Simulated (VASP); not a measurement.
# W3N4 (Pm-3m) in VASP: electric field gradients with LDA

Aim: the electric field gradients of W3N4 with LDA.

All numbers are computed with VASP 6.6.1; they aren't measurements. Logs are shortened: lines on timing, memory, paths and dates and some standing lists are left out, and cuts for length are marked.

**1. The cell of the first run**

Symmetry: Pm-3m, No. 221, cubic system. The conventional cell has a = 4.122 Å, b = 4.122 Å, c = 4.122 Å, α = 90.00°, β = 90.00°, γ = 90.00°. Within 2.7 Å of W (site symmetry 4/mmm) lie 6 N at 2.06 Å. Within 2.7 Å of N (site symmetry m-3m) lie 6 W at 2.06 Å. Within 2.7 Å of N (site symmetry 4/mmm) lie 4 W at 2.06 Å.

**2. Electric field gradients, LDA, collinear spin**

File INCAR:

```
SYSTEM = W3N4
ALGO     = Normal         ! electronic algorithm
EDIFF    = 1E-8           ! SCF threshold, eV
ENCUT    = 520            ! plane-wave cutoff, eV
GGA      = CA             ! functional
GGA_COMPAT= .FALSE.      
ISIF     = 2              ! what is computed and relaxed
ISMEAR   = -1             ! smearing method
ISPIN    = 2              ! spin polarisation
LASPH    = .TRUE.         ! aspherical terms in the spheres
LCHARG   = .FALSE.        ! write CHGCAR
LEFG     = .TRUE.       
LMAXMIX  = 4              ! l up to which the mixer works
LORBIT   = 11             ! projections on sites
LREAL    = .FALSE.        ! projectors in reciprocal space
LWAVE    = .FALSE.        ! write WAVECAR
MAGMOM   = 2 2 2 0 0 0 0  ! initial moments
NBANDS   = 44             ! bands
NELM     = 200            ! most SCF steps
PREC     = Accurate       ! precision mode
SIGMA    = 0.05           ! smearing width, eV
```

File KPOINTS:

```
k-points
0
G
  11 11 11
  0 0 0
```

File POSCAR:

```
W3N4
1.0
    4.1220000000      0.0000000000      0.0000000000
    0.0000000000      4.1220000000      0.0000000000
    0.0000000000      0.0000000000      4.1220000000
W N
3 4
Direct
    0.5000000000      0.5000000000      0.0000000000
    0.0000000000      0.5000000000      0.5000000000
    0.5000000000      0.0000000000      0.5000000000
    0.5000000000      0.5000000000      0.5000000000
    0.5000000000      0.0000000000      0.0000000000
    0.0000000000      0.5000000000      0.0000000000
    0.0000000000      0.0000000000      0.5000000000
```

Potentials or basis: VASP PAW LDA potentials, release 64 (W_sv, N).

The run is started by

```
> cat potpaw_LDA.64/W_sv/POTCAR potpaw_LDA.64/N/POTCAR > POTCAR
> mpirun -np 1 vasp_std > vasp.out
```

OUTCAR:

```text
SYSTEM = W3N4
   EDIFF = 1E-8
   ENCUT = 520
   GGA = CA
   ISIF = 2
   ISMEAR = -1
   ISPIN = 2
   LASPH = .TRUE.
   LORBIT = 11
   LREAL = .FALSE.
   NELM = 200
   PREC = Accurate

 ion  position               nearest neighbor table
   1  0.500  0.500  0.000-   4 2.06   5 2.06   6 2.06   4 2.06   5 2.06   6 2.06   3 2.91   3 2.91
                             3 2.91   2 2.91   3 2.91   2 2.91   2 2.91   2 2.91
   2  0.000  0.500  0.500-   4 2.06   6 2.06   7 2.06   6 2.06   7 2.06   4 2.06   3 2.91   3 2.91
                             1 2.91   1 2.91   3 2.91   1 2.91   1 2.91   3 2.91
   3  0.500  0.000  0.500-   4 2.06   5 2.06   7 2.06   5 2.06   4 2.06   7 2.06   2 2.91   1 2.91
                             2 2.91   1 2.91   1 2.91   2 2.91   1 2.91   2 2.91
   4  0.500  0.500  0.500-   1 2.06   2 2.06   3 2.06   1 2.06   3 2.06   2 2.06
   5  0.500  0.000  0.000-   1 2.06   3 2.06   3 2.06   1 2.06
   6  0.000  0.500  0.000-   1 2.06   2 2.06   2 2.06   1 2.06
   7  0.000  0.000  0.500-   2 2.06   3 2.06   2 2.06   3 2.06

  LATTYP: Found a simple cubic cell.
 ALAT       =     4.1220000000

  Lattice vectors:

 A1 = (   4.1220000000,   0.0000000000,   0.0000000000)
 A2 = (   0.0000000000,   4.1220000000,   0.0000000000)
 A3 = (   0.0000000000,   0.0000000000,   4.1220000000)

Analysis of symmetry for initial positions (statically):
=====================================================================
 Subroutine PRICEL returns:
 Original cell was already a primitive cell.

 Routine SETGRP: Setting up the symmetry group for a
 simple cubic supercell.

 Subroutine GETGRP returns: Found 48 space group operations
 (whereof 48 operations were pure point group operations)
 out of a pool of 48 trial point group operations.

The static configuration has the point symmetry O_h .

Analysis of symmetry for dynamics (positions and initial velocities):
=====================================================================
 Subroutine PRICEL returns:
 Original cell was already a primitive cell.

 Routine SETGRP: Setting up the symmetry group for a
 simple cubic supercell.

 Subroutine GETGRP returns: Found 48 space group operations
 (whereof 48 operations were pure point group operations)
 out of a pool of 48 trial point group operations.

The dynamic configuration has the point symmetry O_h .

Analysis of structural, dynamic, and magnetic symmetry:
=====================================================================
 Subroutine PRICEL returns:
 Original cell was already a primitive cell.

 Routine SETGRP: Setting up the symmetry group for a
 simple cubic supercell.

 Subroutine GETGRP returns: Found 48 space group operations
 (whereof 48 operations were pure point group operations)
 out of a pool of 48 trial point group operations.

The overall configuration has the point symmetry O_h .

 Subroutine INISYM returns: Found 48 space group operations
 (whereof 48 operations are pure point group operations),
 and found     1 'primitive' translations

----------------------------------------------------------------------------------------

                                     Primitive cell

  volume of cell :      70.0364

  direct lattice vectors                    reciprocal lattice vectors
     4.122000000  0.000000000  0.000000000     0.242600679  0.000000000  0.000000000
     0.000000000  4.122000000  0.000000000     0.000000000  0.242600679  0.000000000
     0.000000000  0.000000000  4.122000000     0.000000000  0.000000000  0.242600679

  length of vectors
     4.122000000  4.122000000  4.122000000     0.242600679  0.242600679  0.242600679

  position of ions in fractional coordinates (direct lattice)
     0.500000000  0.500000000  0.000000000
     0.000000000  0.500000000  0.500000000
     0.500000000  0.000000000  0.500000000
     0.500000000  0.500000000  0.500000000
     0.500000000  0.000000000  0.000000000
     0.000000000  0.500000000  0.000000000
     0.000000000  0.000000000  0.500000000

  ion indices of the primitive-cell ions
   primitive index   ion index
                 1           1
                 2           2
                 3           3
                 4           4
                 5           5
                 6           6
                 7           7

----------------------------------------------------------------------------------------

 KPOINTS: k-points

[... 83 lines left out ...]
   EFERMI_NEDOS =   21; number of points for ismear=-14 and -15
   IALGO  =     38    algorithm
   IMIX   =      4    mixing-type and parameters
     AMIX     =   0.40;   BMIX     =  1.00
     AMIX_MAG =   1.60;   BMIX_MAG =  1.00
  volume/ion in A,a.u.               =      10.01        67.52
  Fermi-wavevector in a.u.,A,eV,Ry     =   1.571921  2.970500 33.619124  2.470936
  Thomas-Fermi vector in A             =   2.673433
   LORBIT       =     11    0 simple, 1 ext, 2 COOP (PROOUT), +10 PAW based schemes
   GGA     = CA    functional components
   LHFCALC =     F    Hartree Fock is set to
   AEXX    =    0.0000 exact exchange contribution
   IVDW    =     0    specifies the selected vdW correction
   LEPSILON=     F    determine dielectric tensor
   LRPA    =     F    only Hartree local field effects (RPA)
 spin polarized calculation
  energy-cutoff  :      520.00
  volume of cell :       70.04
 maximum number of plane-waves:      1901
 NGX is ok and might be reduce to    32
   NGX = 15   NGY = 15   NGZ = 15

 number of electron      61.9999998 magnetization       0.0006222

 number of electron      61.9999998 magnetization      -0.0000301

 Free energy of the ion-electron system (eV)
  ---------------------------------------------------
  ext. energy  EPLUGINS =         0.00000000
  ---------------------------------------------------
  free energy    TOTEN  =       -80.59080729 eV

  energy without entropy =      -80.56879734  energy(sigma->0) =      -80.57980231

 E-fermi :  11.3720     XC(G=0): -13.6731

 val. band max:       11.3548402187   @ k =   0.3636   0.0000   0.0000
 cond. band min:      11.3885832186   @ k =   0.4545   0.2727   0.0909
 fundamental gap:      0.0337429999
 Fermi energy:        11.3720082117

 spin component 1

 k-point     1 :       0.0000    0.0000    0.0000
  band No.  band energies     occupation
      1     -63.8796      1.00000
      2     -63.7878      1.00000
      3     -63.7878      1.00000
      4     -28.8843      1.00000
      5     -28.8843      1.00000
      6     -28.8843      1.00000
[... 1093 lines left out ...]
     42      16.5886      0.00000
     43      16.8853      0.00000

 [... further k-points ...]

 spin component 2

 k-point     1 :       0.0000    0.0000    0.0000
  band No.  band energies     occupation
      1     -63.8797      1.00000
      2     -63.7878      1.00000
      3     -63.7878      1.00000
      4     -28.8843      1.00000
      5     -28.8843      1.00000
      6     -28.8843      1.00000
[... 1093 lines left out ...]
     42      16.5886      0.00000
     43      16.8853      0.00000

 [... further k-points ...]

 [bands above 43 left out]

------------------------ aborting loop because EDIFF is reached ----------------------------------------

  FORCE on cell =-STRESS in cart. coord.  units (eV):
  Direction    XX          YY          ZZ          XY          YZ          ZX
  --------------------------------------------------------------------------------------
  -------------------------------------------------------------------------------------
  Total        5.8522362      5.8522362      5.8522362     -0.0000000     -0.0000000     -0.0000000
  in kB      133.8777694    133.8777694    133.8777694     -0.0000000     -0.0000000     -0.0000000
  external PRESSURE =     133.8777694 kB  Pullay stress =       0.0000000 kB

 VOLUME and BASIS-vectors are now :
 -----------------------------------------------------------------------------
  energy-cutoff  :      520.00
  volume of cell :       70.04
      direct lattice vectors                 reciprocal lattice vectors
     4.122000000  0.000000000  0.000000000     0.242600679  0.000000000  0.000000000
     0.000000000  4.122000000  0.000000000     0.000000000  0.242600679  0.000000000
     0.000000000  0.000000000  4.122000000     0.000000000  0.000000000  0.242600679

 POSITION                                       TOTAL-FORCE (eV/Angst)
 -----------------------------------------------------------------------------------
      2.06100      2.06100      0.00000         0.000000      0.000000      0.000000
      0.00000      2.06100      2.06100         0.000000      0.000000      0.000000
      2.06100      0.00000      2.06100         0.000000      0.000000      0.000000
      2.06100      2.06100      2.06100         0.000000      0.000000      0.000000
      2.06100      0.00000      0.00000         0.000000      0.000000      0.000000
      0.00000      2.06100      0.00000         0.000000      0.000000      0.000000
      0.00000      0.00000      2.06100         0.000000      0.000000      0.000000
 -----------------------------------------------------------------------------------
    total drift:                                0.000000     -0.000000     -0.000000

  FREE ENERGIE OF THE ION-ELECTRON SYSTEM (eV)
  ---------------------------------------------------
  free  energy   TOTEN  =       -80.5908072862 eV

  energy  without entropy=      -80.5687973373  energy(sigma->0) =      -80.57980231

 Electric field gradients (V/A^2)
---------------------------------------------------------------------
 ion       V_xx      V_yy      V_zz      V_xy      V_xz      V_yz
---------------------------------------------------------------------
   1     -49.016   -49.016    98.032    -0.000    -0.000    -0.000
   2      98.032   -49.016   -49.016    -0.000    -0.000     0.000
   3     -49.016    98.032   -49.016     0.000    -0.000     0.000
   4       0.000     0.000     0.000    -0.000    -0.000     0.000
   5       4.697    -2.348    -2.348     0.000    -0.000    -0.000
   6      -2.348     4.697    -2.348    -0.000     0.000     0.000
   7      -2.348    -2.348     4.697    -0.000    -0.000    -0.000
---------------------------------------------------------------------

 Electric field gradients after diagonalization (V/A^2)
 (convention: |V_zz| > |V_xx| > |V_yy|)
----------------------------------------------------------------------
 ion       V_xx      V_yy      V_zz     asymmetry (V_yy - V_xx)/ V_zz
----------------------------------------------------------------------
   1     -49.016   -49.016    98.032       0.000
   2     -49.016   -49.016    98.032       0.000
   3     -49.016   -49.016    98.032       0.000
   4       0.000     0.000     0.000      -0.751
   5      -2.348    -2.348     4.697       0.000
   6      -2.348    -2.348     4.697       0.000
   7      -2.348    -2.348     4.697       0.000
----------------------------------------------------------------------

           NMR quadrupolar parameters

 Cq : quadrupolar parameter    Cq=e*Q*V_zz/h
 eta: asymmetry parameters     (V_yy - V_xx)/ V_zz
 Q  : nuclear electric quadrupole moment in mb (millibarn)
----------------------------------------------------------------------
 ion       Cq(MHz)       eta       Q (mb)
----------------------------------------------------------------------
   1       0.237       0.000       1.000
   2       0.237       0.000       1.000
   3       0.237       0.000       1.000
   4       0.000      -0.751       1.000
   5       0.011       0.000       1.000
   6       0.011       0.000       1.000
   7       0.011       0.000       1.000
----------------------------------------------------------------------

 total charge

# of ion       s       p       d       tot
------------------------------------------
    1        2.331   6.429   3.478  12.238
    2        2.331   6.429   3.478  12.238
    3        2.331   6.429   3.478  12.238
    4        1.225   2.653   0.000   3.878
    5        1.237   2.495   0.000   3.731
    6        1.237   2.495   0.000   3.731
    7        1.237   2.495   0.000   3.731
--------------------------------------------------
tot         11.928  29.423  10.434  51.785

 magnetization (x)

# of ion       s       p       d       tot
------------------------------------------
    1       -0.000  -0.000  -0.000  -0.000
    2       -0.000  -0.000  -0.000  -0.000
    3       -0.000  -0.000  -0.000  -0.000
    4       -0.000   0.000   0.000   0.000
    5        0.000   0.000   0.000   0.000
    6        0.000   0.000   0.000   0.000
    7        0.000   0.000   0.000   0.000
--------------------------------------------------
tot         -0.000   0.000  -0.000  -0.000
```

It took 6.8 min on 1 thread of Intel Xeon 8259CL, shared host; peak memory 0.33 GiB.

What came out:

```yaml
Free_energy: -80.5908 eV
Pressure: 13.4 GPa
Band_gap_on_the_k_mesh: zero (filled and empty bands overlap)
Net_moment: 0.00 μB per cell
Largest_electric_field_gradient_by_atom: W +98.0; N +0.0, +4.7 (each value once) V/Å²
Valence_electrons_inside_the_program's_atomic_spheres: W 12.24; N 3.88, 3.73 (each value once)
```

Levels at points of the mesh, in eV from the Fermi level:
Spin up:
```csv
k point,band 27,band 28,band 29,band 30,band 31,band 32,band 33,band 34,band 35,band 36
"(0.00, 0.00, 0.00)",-3.40,-3.40,-2.14,-2.14,-2.14,-0.87,-0.87,-0.87,-0.27,-0.27
```
Spin down:
```tsv
k point	band 29	band 30	band 31	band 32	band 33	band 34
(0.00, 0.00, 0.00)	-2.14	-2.14	-2.14	-0.87	-0.87	-0.87
```

Electric field gradients, principal values (V/Å²):
```
atom    least   middle  greatest (by size)
 1 W  -49.016  -49.016              98.032
 2 W  -49.016  -49.016              98.032
 3 W  -49.016  -49.016              98.032
 4 N    0.000    0.000               0.000
 5 N   -2.348   -2.348               4.697
 6 N   -2.348   -2.348               4.697
 7 N   -2.348   -2.348               4.697
```

Caveat: the cell stands under pressure; without QUAD_EFG the Cq values of the log hold for a quadrupole moment of 1 mb, not for the nuclei; spin-orbit coupling is left out, which moves the levels of the heavy elements.

The gap in the log of VASP goes by the Fermi energy; the results here count the filled bands.